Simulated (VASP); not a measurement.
# Mn (Fd-3m) in VASP: single point with PBEsol

Aim: the single point of Mn with PBEsol.

Everything below comes from runs of VASP 6.6.1. Logs are shortened: lines on timing, memory, paths and dates and some standing lists are left out, and cuts for length are marked.

## 1. The cell of the first run

It takes space group Fd-3m (No. 227, cubic). The conventional cell has a = 3.598 Å, b = 3.598 Å, c = 3.598 Å, α = 90.00°, β = 90.00°, γ = 90.00°. Within 2.1 Å of Mn (site symmetry -43m) lie 4 Mn at 1.56 Å.

This isn't the form of Mn at room conditions, which is a 58-atom cubic cell.

## 2. Single point, PBEsol, collinear spin, ferromagnetic start (5.82 Å³/atom)

Contents of POSCAR:

```
Mn
1.0
    0.0000000000      1.7988642163      1.7988642163
    1.7988642163      0.0000000000      1.7988642163
    1.7988642163      1.7988642163      0.0000000000
Mn
2
Direct
   -0.1250000000     -0.1250000000     -0.1250000000
    0.1250000000      0.1250000000      0.1250000000
```

Contents of INCAR.step1:

```
PREC = Accurate
ENCUT = 510
EDIFF = 1E-6
ISMEAR = -1
SIGMA = 0.08
LREAL = F
LASPH = T
NELM = 200
ALGO = Normal
ISIF = 2
LWAVE = F
LCHARG = T
ISPIN = 2
MAGMOM = 3 3
LMAXMIX = 4
GGA = PS
NBANDS = 26
GGA_COMPAT = F
NEDOS = 2001
LORBIT = 11
```

Contents of KPOINTS.step1:

```
Automatic mesh
0
Gamma
  15 15 15
```

Contents of INCAR.step2:

```
PREC = Accurate
ENCUT = 510
EDIFF = 1E-6
ISMEAR = -5
SIGMA = 0.08
LREAL = F
LASPH = T
NELM = 200
ALGO = Normal
ISIF = 2
LWAVE = F
LCHARG = F
ISPIN = 2
MAGMOM = 3 3
LORBIT = 11
LMAXMIX = 4
GGA = PS
NEDOS = 1001
ICHARG = 11
GGA_COMPAT = F
```

Contents of KPOINTS.step2:

```
Automatic mesh
0
Gamma
  23 23 23
```

Potentials or basis: VASP PAW PBE potentials, release 64 (Mn_sv).

The run is started by

```sh
cat potpaw_PBE.64/Mn_sv/POTCAR > POTCAR
cp INCAR.step1 INCAR
cp KPOINTS.step1 KPOINTS
mpirun -np 1 vasp_std > vasp.out
cp INCAR.step2 INCAR
cp KPOINTS.step2 KPOINTS
mpirun -np 1 vasp_std > vasp.out
```

OUTCAR:

```text
PREC = Accurate
   ENCUT = 510
   EDIFF = 1E-6
   ISMEAR = -5
   LREAL = F
   LASPH = T
   NELM = 200
   ISIF = 2
   ISPIN = 2
   LORBIT = 11
   GGA = PS
   ICHARG = 11

 ion  position               nearest neighbor table
   1  0.875  0.875  0.875-   2 1.56   2 1.56   2 1.56   2 1.56
   2  0.125  0.125  0.125-   1 1.56   1 1.56   1 1.56   1 1.56

  LATTYP: Found a face centered cubic cell.
 ALAT       =     3.5977284326

  Lattice vectors:

 A1 = (   0.0000000000,   1.7988642163,   1.7988642163)
 A2 = (   1.7988642163,   0.0000000000,   1.7988642163)
 A3 = (   1.7988642163,   1.7988642163,   0.0000000000)

Analysis of symmetry for initial positions (statically):
=====================================================================
 Subroutine PRICEL returns:
 Original cell was already a primitive cell.

 Routine SETGRP: Setting up the symmetry group for a
 face centered cubic supercell.

 Subroutine GETGRP returns: Found 48 space group operations
 (whereof 12 operations were pure point group operations)
 out of a pool of 48 trial point group operations.

The static configuration has the point symmetry D_3d.
 The point group associated with its full space group is O_h .

Analysis of symmetry for dynamics (positions and initial velocities):
=====================================================================
 Subroutine PRICEL returns:
 Original cell was already a primitive cell.

 Routine SETGRP: Setting up the symmetry group for a
 face centered cubic supercell.

 Subroutine GETGRP returns: Found 48 space group operations
 (whereof 12 operations were pure point group operations)
 out of a pool of 48 trial point group operations.

The dynamic configuration has the point symmetry D_3d.
 The point group associated with its full space group is O_h .

Analysis of structural, dynamic, and magnetic symmetry:
=====================================================================
 Subroutine PRICEL returns:
 Original cell was already a primitive cell.

 Routine SETGRP: Setting up the symmetry group for a
 face centered cubic supercell.

 Subroutine GETGRP returns: Found 48 space group operations
 (whereof 12 operations were pure point group operations)
 out of a pool of 48 trial point group operations.

The overall configuration has the point symmetry D_3d.
 The point group associated with its full space group is O_h .

 Subroutine INISYM returns: Found 48 space group operations
 (whereof 12 operations are pure point group operations),
 and found     1 'primitive' translations

----------------------------------------------------------------------------------------

                                     Primitive cell

  volume of cell :      11.6419

  direct lattice vectors                    reciprocal lattice vectors
     0.000000000  1.798864216  1.798864216    -0.277953164  0.277953164  0.277953164
     1.798864216  0.000000000  1.798864216     0.277953164 -0.277953164  0.277953164
     1.798864216  1.798864216  0.000000000     0.277953164  0.277953164 -0.277953164

  length of vectors
     2.543978172  2.543978172  2.543978172     0.481429002  0.481429002  0.481429002

  position of ions in fractional coordinates (direct lattice)
     0.875000000  0.875000000  0.875000000
     0.125000000  0.125000000  0.125000000

  ion indices of the primitive-cell ions
   primitive index   ion index
                 1           1
                 2           2

----------------------------------------------------------------------------------------

 KPOINTS: Automatic mesh

Automatic generation of k-mesh.
 Grid dimensions read from file:
 generate k-points for:   23   23   23

 Generating k-lattice:

  Cartesian coordinates                     Fractional coordinates (reciprocal lattice)
    -0.012084920  0.012084920  0.012084920     0.043478261  0.000000000  0.000000000
     0.012084920 -0.012084920  0.012084920     0.000000000  0.043478261  0.000000000
     0.012084920  0.012084920 -0.012084920     0.000000000  0.000000000  0.043478261

  Length of vectors
     0.020931696  0.020931696  0.020931696

  Shift w.r.t. Gamma in fractional coordinates (k-lattice)
     0.000000000  0.000000000  0.000000000

 TETIRR: Found   1662 inequivalent tetrahedra from    73002

 Subroutine IBZKPT returns following result:
 ===========================================

 Found    364 irreducible k-points:

 Following reciprocal coordinates:
            Coordinates               Weight
  0.000000  0.000000  0.000000      1.000000
  0.043478  0.000000  0.000000      8.000000
  0.086957  0.000000  0.000000      8.000000
  0.130435  0.000000  0.000000      8.000000
  0.173913  0.000000  0.000000      8.000000
  0.217391  0.000000  0.000000      8.000000
[... 16 lines left out ...]
  0.478261  0.043478  0.000000     24.000000
 -0.478261  0.043478  0.000000     24.000000
 [... further k-points ...]
   k-points           NKPTS =    364   k-points in BZ     NKDIM =    364   number of bands    NBANDS=     22
   number of dos      NEDOS =   1001   number of ions     NIONS =      2
   total plane-waves  NPLWV =   8000
   dimension x,y,z NGX =    20 NGY =   20 NGZ =   20
   dimension x,y,z NGXF=    40 NGYF=   40 NGZF=   40
   ions per type =               2
   NGX,Y,Z   is equivalent  to a cutoff of  13.07, 13.07, 13.07 a.u.
   NGXF,Y,Z  is equivalent  to a cutoff of  26.14, 26.14, 26.14 a.u.
 SYSTEM =  unknown system
   PREC   = accura    normal or accurate (medium, high low for compatibility)
   ISTART =      0    job   : 0-new  1-cont  2-samecut
   ICHARG =     11    charge: 1-file 2-atom 10-const
   ISPIN  =      2    spin polarized calculation?
   LNONCOLLINEAR =      F non collinear calculations
   LSORBIT =      F    spin-orbit coupling
   LASPH  =      T    aspherical Exc in radial PAW
   ENCUT  =  510.0 eV  37.48 Ry    6.12 a.u.   4.68  4.68  4.68*2*pi/ulx,y,z
   NELM   =    200;   NELMIN=  2; NELMDL=  0     # of ELM steps
   EDIFF  = 0.1E-05   stopping-criterion for ELM
   LREAL  =      F    real-space projection
   EDIFFG = 0.1E-04   stopping-criterion for IOM
   NSW    =      0    number of steps for IOM
   IBRION =     -1    ionic relax: 0-MD 1-quasi-New 2-CG
   NFREE  =      0    steps in history (QN), initial steepest desc. (CG)
   ISIF   =      2    stress and relaxation
   ISYM   =      2    0-nonsym 1-usesym 2-fastsym
   POTIM  = 0.5000    time-step for ionic-motion
   TEBEG  =    0.0;   TEEND  =   0.0 temperature during run
   PSTRESS=    0.0 pullay stress
   NELECT =      30.0000    total number of electrons
   NUPDOWN=      -1.0000    fix difference up-down
   EMIN   =  10.00;   EMAX   =-10.00  energy-range for DOS
   EFERMI =   0.00;   METHOD = LEGACY
   ISMEAR =    -5;   SIGMA  =   0.08  broadening in eV -4-tet -1-fermi 0-gaus
   EFERMI_NEDOS =   21; number of points for ismear=-14 and -15
   IALGO  =     38    algorithm
   IMIX   =      4    mixing-type and parameters
     AMIX     =   0.40;   BMIX     =  1.00
     AMIX_MAG =   1.60;   BMIX_MAG =  1.00
  volume/ion in A,a.u.               =       5.82        39.28
  Fermi-wavevector in a.u.,A,eV,Ry     =   2.244434  4.241366 68.539140  5.037485
  Thomas-Fermi vector in A             =   3.194533
   LORBIT       =     11    0 simple, 1 ext, 2 COOP (PROOUT), +10 PAW based schemes
   GGA     = PS    functional components
   LHFCALC =     F    Hartree Fock is set to
   AEXX    =    0.0000 exact exchange contribution
   IVDW    =     0    specifies the selected vdW correction
   LEPSILON=     F    determine dielectric tensor
   LRPA    =     F    only Hartree local field effects (RPA)
 spin polarized calculation
 Fermi weights with tetrahedron method with Bloechl corrections
  energy-cutoff  :      510.00
  volume of cell :       11.64
 maximum number of plane-waves:       322

 number of electron      30.0000023 magnetization      -0.0000060

 Free energy of the ion-electron system (eV)
  ---------------------------------------------------
  ext. energy  EPLUGINS =         0.00000000
  ---------------------------------------------------
  free energy    TOTEN  =         7.49864254 eV

  energy without entropy =        7.49864254  energy(sigma->0) =        7.49864254

 E-fermi :  29.1211     XC(G=0): -18.0445

 val. band max:       29.1600169904   @ k =   0.3913   0.3478   0.0000
 cond. band min:      29.0036223653   @ k =  -0.4783   0.2609   0.0000
 fundamental gap:     -0.1563946252
 Fermi energy:        29.1211499205

 spin component 1

 k-point     1 :       0.0000    0.0000    0.0000
  band No.  band energies     occupation
      1     -56.2601      1.00000
      2     -48.1445      1.00000
      3     -24.6206      1.00000
      4     -24.6206      1.00000
      5     -24.6206      1.00000
      6     -18.9061      1.00000
[... 14 lines left out ...]
     21      49.6072      0.00000
     22      49.6072      0.00000
[... 552 lines left out ...]
  band No.  band energies     occupation
      1     -54.5648      1.00000
      2     -50.7224      1.00000
      3     -25.6980      1.00000
      4     -25.5547      1.00000
      5     -24.6232      1.00000
      6     -17.8722      1.00000
[... 14 lines left out ...]
     21      48.0563      0.00000
     22      52.8497      0.00000

 [... further k-points ...]

 spin component 2

 k-point     1 :       0.0000    0.0000    0.0000
  band No.  band energies     occupation
      1     -56.2601      1.00000
      2     -48.1445      1.00000
      3     -24.6206      1.00000
      4     -24.6206      1.00000
      5     -24.6206      1.00000
      6     -18.9061      1.00000
[... 14 lines left out ...]
     21      49.6072      0.00000
     22      49.6072      0.00000
[... 552 lines left out ...]
  band No.  band energies     occupation
      1     -54.5648      1.00000
      2     -50.7224      1.00000
      3     -25.6980      1.00000
      4     -25.5547      1.00000
      5     -24.6232      1.00000
      6     -17.8722      1.00000
[... 14 lines left out ...]
     21      48.0563      0.00000
     22      52.8478      0.00000

 [... further k-points ...]
[... 5 lines left out ...]
  --------------------------------------------------------------------------------------
  -------------------------------------------------------------------------------------
  Total       73.6060449     73.6060449     73.6060449     -0.0000000      0.0000000      0.0000000
  in kB    10129.7545100  10129.7545100  10129.7545100     -0.0000000      0.0000000      0.0000000
  external PRESSURE =   10129.7545100 kB  Pullay stress =       0.0000000 kB

 VOLUME and BASIS-vectors are now :
 -----------------------------------------------------------------------------
  energy-cutoff  :      510.00
  volume of cell :       11.64
      direct lattice vectors                 reciprocal lattice vectors
     0.000000000  1.798864216  1.798864216    -0.277953164  0.277953164  0.277953164
     1.798864216  0.000000000  1.798864216     0.277953164 -0.277953164  0.277953164
     1.798864216  1.798864216  0.000000000     0.277953164  0.277953164 -0.277953164

 POSITION                                       TOTAL-FORCE (eV/Angst)
 -----------------------------------------------------------------------------------
      3.14801      3.14801      3.14801         0.000000      0.000000      0.000000
      0.44972      0.44972      0.44972        -0.000000     -0.000000     -0.000000
 -----------------------------------------------------------------------------------
    total drift:                                0.000000      0.000000     -0.000000

  FREE ENERGIE OF THE ION-ELECTRON SYSTEM (eV)
  ---------------------------------------------------
  free  energy   TOTEN  =         7.4986425443 eV

  energy  without entropy=        7.4986425443  energy(sigma->0) =        7.49864254

 total charge

# of ion       s       p       d       tot
------------------------------------------
    1        2.452   6.277   6.554  15.283
    2        2.452   6.277   6.554  15.283
--------------------------------------------------
tot          4.905  12.554  13.107  30.566

 magnetization (x)

# of ion       s       p       d       tot
------------------------------------------
    1       -0.000  -0.000  -0.000  -0.000
    2       -0.000  -0.000  -0.000  -0.000
--------------------------------------------------
tot         -0.000  -0.000  -0.000  -0.000
```

Wall time 2.9 min (1 thread of AMD EPYC 7R13 (Zen 3), shared host); peak memory 0.21 GiB.

What came out:

```yaml
Net_moment: 0.00 μB per cell
```

Caveat: atoms lie so close that the PAW spheres overlap strongly, which falsifies energies and pressures; the moments typed at the start vanished in this run; the PAW data sets were made with another functional, which shifts forces and pressure a little.
